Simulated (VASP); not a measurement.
# Si7N (Fm-3m) in VASP: a series of runs

Runs on Si7N. Level: PBE. Tasks: single point, relaxation of cell and atoms.

Everything below comes from runs of VASP 6.6.1. Logs are shortened: lines on timing, memory, paths and dates and some standing lists are left out, and cuts for length are marked.

## (1) The cell of the first run

The structure is cubic, space group Fm-3m (No. 225). The conventional cell has a = 7.578 Å, b = 7.578 Å, c = 7.578 Å, α = 90.00°, β = 90.00°, γ = 90.00°. Within 3.5 Å of Si (site symmetry mmm) lie 10 Si at 2.68 Å and 2 N at 2.68 Å. Within 3.5 Å of Si (site symmetry m-3m) lie 12 Si at 2.68 Å. Within 3.5 Å of N (site symmetry m-3m) lie 12 Si at 2.68 Å.

The cell was built from a structure type or drawn by symmetry, and may not be a known phase.

## (2) Single point, PBE

INCAR reads:

```
SYSTEM = Si7N
  PREC = Accurate
  ENCUT = 520
  EDIFF = 1E-6
  ISMEAR = 0
  SIGMA = 0.2
  LREAL = .FALSE.
  LASPH = .TRUE.
  NELM = 80
  ALGO = Normal
  ISIF = 2
  LWAVE = .FALSE.
  LCHARG = .TRUE.
  GGA = PE
  LELF = .TRUE.
  LVHAR = .TRUE.
  NBANDS = 26
```

KPOINTS reads:

```
regular mesh
0
G
  4 4 4
  0 0 0
```

POSCAR reads:

```
Si7N
1.0
    0.0000000000      3.7887907200      3.7887907200
    3.7887907200      0.0000000000      3.7887907200
    3.7887907200      3.7887907200      0.0000000000
Si N
7 1
Direct
    0.5000000000      0.0000000000      0.0000000000
    0.0000000000      0.5000000000      0.5000000000
    0.0000000000      0.5000000000      0.0000000000
    0.5000000000      0.0000000000      0.5000000000
    0.0000000000      0.0000000000      0.5000000000
    0.5000000000      0.5000000000      0.0000000000
    0.5000000000      0.5000000000      0.5000000000
    0.0000000000      0.0000000000      0.0000000000
```

Potentials or basis: VASP PAW PBE potentials, release 64 (Si, N).

Started as:

```sh
$ cat potpaw_PBE.64/Si/POTCAR potpaw_PBE.64/N/POTCAR > POTCAR
$ mpirun -np 1 vasp_std > vasp.out
```

OUTCAR:

```text
SYSTEM = Si7N
   PREC = Accurate
   ENCUT = 520
   EDIFF = 1E-6
   ISMEAR = 0
   LREAL = .FALSE.
   LASPH = .TRUE.
   NELM = 80
   ISIF = 2
   GGA = PE

 ion  position               nearest neighbor table
   1  0.500  0.000  0.000-   4 2.68   6 2.68   4 2.68   5 2.68   7 2.68   3 2.68   6 2.68   7 2.68
                             3 2.68   5 2.68
   2  0.000  0.500  0.500-   3 2.68   5 2.68   7 2.68   3 2.68   6 2.68   4 2.68   5 2.68   4 2.68
                             6 2.68   7 2.68
   3  0.000  0.500  0.000-   2 2.68   6 2.68   2 2.68   5 2.68   7 2.68   1 2.68   5 2.68   1 2.68
                             6 2.68   7 2.68
   4  0.500  0.000  0.500-   1 2.68   5 2.68   7 2.68   1 2.68   6 2.68   2 2.68   6 2.68   7 2.68
                             2 2.68   5 2.68
   5  0.000  0.000  0.500-   2 2.68   4 2.68   1 2.68   3 2.68   2 2.68   3 2.68   7 2.68   1 2.68
                             4 2.68   7 2.68
   6  0.500  0.500  0.000-   1 2.68   3 2.68   7 2.68   2 2.68   4 2.68   7 2.68   1 2.68   4 2.68
                             2 2.68   3 2.68
   7  0.500  0.500  0.500-   2 2.68   4 2.68   6 2.68   1 2.68   3 2.68   6 2.68   1 2.68   4 2.68
                             5 2.68   2 2.68   3 2.68   5 2.68
   8  0.000  0.000  0.000-

  LATTYP: Found a face centered cubic cell.
 ALAT       =     7.5775814400

  Lattice vectors:

 A1 = (   0.0000000000,   3.7887907200,   3.7887907200)
 A2 = (   3.7887907200,   0.0000000000,   3.7887907200)
 A3 = (   3.7887907200,   3.7887907200,   0.0000000000)

Analysis of symmetry for initial positions (statically):
=====================================================================
 Subroutine PRICEL returns:
 Original cell was already a primitive cell.

 Routine SETGRP: Setting up the symmetry group for a
 face centered cubic supercell.

 Subroutine GETGRP returns: Found 48 space group operations
 (whereof 48 operations were pure point group operations)
 out of a pool of 48 trial point group operations.

The static configuration has the point symmetry O_h .

Analysis of symmetry for dynamics (positions and initial velocities):
=====================================================================
 Subroutine PRICEL returns:
 Original cell was already a primitive cell.

 Routine SETGRP: Setting up the symmetry group for a
 face centered cubic supercell.

 Subroutine GETGRP returns: Found 48 space group operations
 (whereof 48 operations were pure point group operations)
 out of a pool of 48 trial point group operations.

The dynamic configuration has the point symmetry O_h .

 Subroutine INISYM returns: Found 48 space group operations
 (whereof 48 operations are pure point group operations),
 and found     1 'primitive' translations

----------------------------------------------------------------------------------------

                                     Primitive cell

  volume of cell :     108.7757

  direct lattice vectors                    reciprocal lattice vectors
     0.000000000  3.788790720  3.788790720    -0.131968229  0.131968229  0.131968229
     3.788790720  0.000000000  3.788790720     0.131968229 -0.131968229  0.131968229
     3.788790720  3.788790720  0.000000000     0.131968229  0.131968229 -0.131968229

  length of vectors
     5.358159221  5.358159221  5.358159221     0.228575677  0.228575677  0.228575677

  position of ions in fractional coordinates (direct lattice)
     0.500000000  0.000000000  0.000000000
     0.000000000  0.500000000  0.500000000
     0.000000000  0.500000000  0.000000000
     0.500000000  0.000000000  0.500000000
     0.000000000  0.000000000  0.500000000
     0.500000000  0.500000000  0.000000000
     0.500000000  0.500000000  0.500000000
     0.000000000  0.000000000  0.000000000

  ion indices of the primitive-cell ions
   primitive index   ion index
                 1           1
                 2           2
                 3           3
                 4           4
                 5           5
                 6           6
                 7           7
                 8           8

----------------------------------------------------------------------------------------

 KPOINTS: regular mesh

Automatic generation of k-mesh.
 Grid dimensions read from file:
 generate k-points for:    4    4    4

 Generating k-lattice:

  Cartesian coordinates                     Fractional coordinates (reciprocal lattice)
    -0.032992057  0.032992057  0.032992057     0.250000000  0.000000000  0.000000000
     0.032992057 -0.032992057  0.032992057     0.000000000  0.250000000  0.000000000
     0.032992057  0.032992057 -0.032992057     0.000000000  0.000000000  0.250000000

  Length of vectors
     0.057143919  0.057143919  0.057143919

  Shift w.r.t. Gamma in fractional coordinates (k-lattice)
     0.000000000  0.000000000  0.000000000

 Subroutine IBZKPT returns following result:
 ===========================================

 Found      8 irreducible k-points:

 Following reciprocal coordinates:
            Coordinates               Weight
  0.000000  0.000000  0.000000      1.000000
  0.250000  0.000000  0.000000      8.000000
  0.500000  0.000000  0.000000      4.000000
  0.250000  0.250000  0.000000      6.000000
  0.500000  0.250000  0.000000     24.000000
 -0.250000  0.250000  0.000000     12.000000
  0.500000  0.500000  0.000000      3.000000
 -0.250000  0.500000  0.250000      6.000000
   k-points           NKPTS =      8   k-points in BZ     NKDIM =      8   number of bands    NBANDS=     26
   number of dos      NEDOS =    301   number of ions     NIONS =      8
   total plane-waves  NPLWV =  64000
   dimension x,y,z NGX =    40 NGY =   40 NGZ =   40
   dimension x,y,z NGXF=    80 NGYF=   80 NGZF=   80
   ions per type =               7   1
   NGX,Y,Z   is equivalent  to a cutoff of  12.41, 12.41, 12.41 a.u.
   NGXF,Y,Z  is equivalent  to a cutoff of  24.82, 24.82, 24.82 a.u.
 SYSTEM =  Si7N
   PREC   = accura    normal or accurate (medium, high low for compatibility)
   ISTART =      0    job   : 0-new  1-cont  2-samecut
   ICHARG =      2    charge: 1-file 2-atom 10-const
   ISPIN  =      1    spin polarized calculation?
   LNONCOLLINEAR =      F non collinear calculations
   LSORBIT =      F    spin-orbit coupling
   LASPH  =      T    aspherical Exc in radial PAW
   ENCUT  =  520.0 eV  38.22 Ry    6.18 a.u.   9.96  9.96  9.96*2*pi/ulx,y,z
   NELM   =     80;   NELMIN=  2; NELMDL= -5     # of ELM steps
   EDIFF  = 0.1E-05   stopping-criterion for ELM
   LREAL  =      F    real-space projection
   EDIFFG = 0.1E-04   stopping-criterion for IOM
   NSW    =      0    number of steps for IOM
   IBRION =     -1    ionic relax: 0-MD 1-quasi-New 2-CG
   NFREE  =      0    steps in history (QN), initial steepest desc. (CG)
   ISIF   =      2    stress and relaxation
   ISYM   =      2    0-nonsym 1-usesym 2-fastsym
   POTIM  = 0.5000    time-step for ionic-motion
   TEBEG  =    0.0;   TEEND  =   0.0 temperature during run
   PSTRESS=    0.0 pullay stress
   NELECT =      33.0000    total number of electrons
   NUPDOWN=      -1.0000    fix difference up-down
   EMIN   =  10.00;   EMAX   =-10.00  energy-range for DOS
   EFERMI =   0.00;   METHOD = LEGACY
   ISMEAR =     0;   SIGMA  =   0.20  broadening in eV -4-tet -1-fermi 0-gaus
   EFERMI_NEDOS =   21; number of points for ismear=-14 and -15
   IALGO  =     38    algorithm
   IMIX   =      4    mixing-type and parameters
     AMIX     =   0.40;   BMIX     =  1.00
     AMIX_MAG =   1.60;   BMIX_MAG =  1.00
  volume/ion in A,a.u.               =      13.60        91.76
  Fermi-wavevector in a.u.,A,eV,Ry     =   1.100024  2.078744 16.463770  1.210053
  Thomas-Fermi vector in A             =   2.236428
   LORBIT       =      0    0 simple, 1 ext, 2 COOP (PROOUT), +10 PAW based schemes
   GGA     = PE    functional components
   LHFCALC =     F    Hartree Fock is set to
   AEXX    =    0.0000 exact exchange contribution
   IVDW    =     0    specifies the selected vdW correction
   LEPSILON=     F    determine dielectric tensor
   LRPA    =     F    only Hartree local field effects (RPA)
 non-spin polarized calculation
 Gauss-broadening in eV      SIGMA  =   0.20
  energy-cutoff  :      520.00
  volume of cell :      108.78
 maximum number of plane-waves:      2954
   NGX = 19   NGY = 19   NGZ = 19

 number of electron      32.9999999 magnetization

 Free energy of the ion-electron system (eV)
  ---------------------------------------------------
  ext. energy  EPLUGINS =         0.00000000
  ---------------------------------------------------
  free energy    TOTEN  =       -39.03731885 eV

  energy without entropy =      -38.93055501  energy(sigma->0) =      -38.98393693

 E-fermi :   9.7008     XC(G=0): -11.2651

 val. band max:        9.6917223006   @ k =   0.5000   0.0000   0.0000
 cond. band min:       9.7799825134   @ k =   0.5000   0.2500   0.0000
 fundamental gap:      0.0882602128
 Fermi energy:         9.7008357285

 k-point     1 :       0.0000    0.0000    0.0000
  band No.  band energies     occupation
      1      -5.4939      2.00000
      2      -2.2178      2.00000
      3       2.3322      2.00000
      4       2.3322      2.00000
      5       2.3322      2.00000
      6       2.5343      2.00000
[... 18 lines left out ...]
     25      14.9246      0.00000
     26      15.8938      0.00000

 k-point     2 :       0.2500    0.0000    0.0000
  band No.  band energies     occupation
      1      -5.1249      2.00000
      2      -2.4775      2.00000
      3      -0.1527      2.00000
      4       1.8140      2.00000
      5       1.8140      2.00000
      6       2.1847      2.00000
[... 18 lines left out ...]
     25      15.4104      0.00000
[... 144 lines left out ...]
     25      14.5330      0.00000
     26      15.5273      0.00000

 k-point     8 :      -0.2500    0.5000    0.2500
  band No.  band energies     occupation
      1      -4.2113      2.00000
      2      -1.9327      2.00000
      3      -1.7723      2.00000
      4      -1.7723      2.00000
      5       1.0379      2.00000
      6       3.1197      2.00000
[... 18 lines left out ...]
     25      12.8624      0.00000
     26      13.2386      0.00000

------------------------ aborting loop because EDIFF is reached ----------------------------------------

  FORCE on cell =-STRESS in cart. coord.  units (eV):
  Direction    XX          YY          ZZ          XY          YZ          ZX
  --------------------------------------------------------------------------------------
  -------------------------------------------------------------------------------------
  Total        0.1961442      0.1961442      0.1961442      0.0000000      0.0000000      0.0000000
  in kB        2.8890437      2.8890437      2.8890437      0.0000000      0.0000000      0.0000000
  external PRESSURE =       2.8890437 kB  Pullay stress =       0.0000000 kB

 VOLUME and BASIS-vectors are now :
 -----------------------------------------------------------------------------
  energy-cutoff  :      520.00
  volume of cell :      108.78
      direct lattice vectors                 reciprocal lattice vectors
     0.000000000  3.788790720  3.788790720    -0.131968229  0.131968229  0.131968229
     3.788790720  0.000000000  3.788790720     0.131968229 -0.131968229  0.131968229
     3.788790720  3.788790720  0.000000000     0.131968229  0.131968229 -0.131968229

 POSITION                                       TOTAL-FORCE (eV/Angst)
 -----------------------------------------------------------------------------------
      0.00000      1.89440      1.89440         0.000000     -0.000000     -0.000000
      3.78879      1.89440      1.89440        -0.000000     -0.000000     -0.000000
      1.89440      0.00000      1.89440         0.000000     -0.000000      0.000000
      1.89440      3.78879      1.89440        -0.000000      0.000000      0.000000
      1.89440      1.89440      0.00000         0.000000      0.000000      0.000000
      1.89440      1.89440      3.78879         0.000000     -0.000000      0.000000
      3.78879      3.78879      3.78879         0.000000     -0.000000      0.000000
      0.00000      0.00000      0.00000         0.000000     -0.000000      0.000000
 -----------------------------------------------------------------------------------
    total drift:                                0.000000      0.000000     -0.000000

  FREE ENERGIE OF THE ION-ELECTRON SYSTEM (eV)
  ---------------------------------------------------
  free  energy   TOTEN  =       -39.0373188471 eV

  energy  without entropy=      -38.9305550125  energy(sigma->0) =      -38.98393693
```

Wall time 25 s (1 thread of Intel Xeon Platinum 8259CL at 2.50GHz (Skylake/Cascade Lake), shared host); peak memory 0.23 GiB.

What came out:

| Property | Result |
| --- | --- |
| Free energy | -39.0373 eV |
| Pressure | 0.3 GPa |
| Band gap on the k mesh | zero (an odd number of electrons rules out a gap without spin polarisation) |

Levels at points of the mesh, in eV from the Fermi level:
| k point | band 12 | band 13 | band 14 | band 15 | band 16 | band 17 | band 18 | band 19 | band 20 | band 21 |
| --- | --- | --- | --- | --- | --- | --- | --- | --- | --- | --- |
| (0.00, 0.00, 0.00) | -5.23 | -5.23 | -3.96 | -3.96 | 1.02 | 1.02 | 1.02 | 3.86 | 3.86 | 3.86 |
| (0.50, 0.00, 0.00) | -3.22 | -2.69 | -2.69 | -0.34 | -0.01 | 0.81 | 0.81 | 1.59 | 1.77 | 2.26 |
| (0.50, 0.50, 0.00) | -2.24 | -2.14 | -1.29 | -0.86 | -0.69 | -0.17 | -0.14 | -0.14 | -0.12 | -0.12 |

## (3) Relaxation of cell and atoms, PBE

INCAR reads:

```
PREC     = Accurate       # precision mode
ENCUT    = 600            # plane-wave cutoff, eV
EDIFF    = 1E-7           # SCF threshold, eV
ISMEAR   = 0              # smearing method
SIGMA    = 0.2            # smearing width, eV
LREAL    = F              # projectors in reciprocal space
LASPH    = T              # aspherical terms in the spheres
NELM     = 60             # most SCF steps
ALGO     = Normal         # electronic algorithm
ISIF     = 3              # what is computed and relaxed
LWAVE    = F              # write WAVECAR
LCHARG   = F              # write CHGCAR
GGA      = PE             # functional
IBRION   = 2              # ionic algorithm
NSW      = 36             # ionic steps
EDIFFG   = -0.08          # ionic threshold
```

KPOINTS reads:

```
Automatic mesh
0
Gamma
  4 4 4
```

POSCAR is that of step 2.

Potentials or basis: VASP PAW PBE potentials, release 64 (Si, N).

Started as:

```sh
$ cat potpaw_PBE.64/Si/POTCAR potpaw_PBE.64/N/POTCAR > POTCAR
$ mpirun -np 1 vasp_std > vasp.out
```

Wall time 34 s (1 thread of Intel Xeon Platinum 8259CL at 2.50GHz (Skylake/Cascade Lake), shared host); peak memory 0.3 GiB.

The run converged. Its results:

| Quantity | Value |
| --- | --- |
| Free energy | -39.0387 eV |
| Pressure after relaxing | 0.3 GPa |

Final structure:
```
Si N
1.0
     0.00000    3.78879    3.78879
     3.78879    0.00000    3.78879
     3.78879    3.78879    0.00000
Si N
7 1
Direct
  0.50000 0.00000 0.00000
  0.00000 0.50000 0.50000
  0.00000 0.50000 0.00000
  0.50000 0.00000 0.50000
  0.00000 0.00000 0.50000
  0.50000 0.50000 0.00000
  0.50000 0.50000 0.50000
  0.00000 0.00000 0.00000
```

Levels at points of the mesh, in eV from the Fermi level:
| k point | band 12 | band 13 | band 14 | band 15 | band 16 | band 17 | band 18 | band 19 | band 20 | band 21 |
| --- | --- | --- | --- | --- | --- | --- | --- | --- | --- | --- |
| (0.00, 0.00, 0.00) | -5.23 | -5.23 | -3.96 | -3.96 | 1.02 | 1.02 | 1.02 | 3.86 | 3.86 | 3.86 |
| (0.50, 0.00, 0.00) | -3.22 | -2.69 | -2.69 | -0.34 | -0.01 | 0.81 | 0.81 | 1.59 | 1.77 | 2.26 |
| (0.50, 0.50, 0.00) | -2.24 | -2.14 | -1.29 | -0.86 | -0.69 | -0.17 | -0.14 | -0.14 | -0.12 | -0.12 |

Caveat: the relaxation stopped at its first step, so nothing moved; the highest band is partly filled, so the run has too few bands.
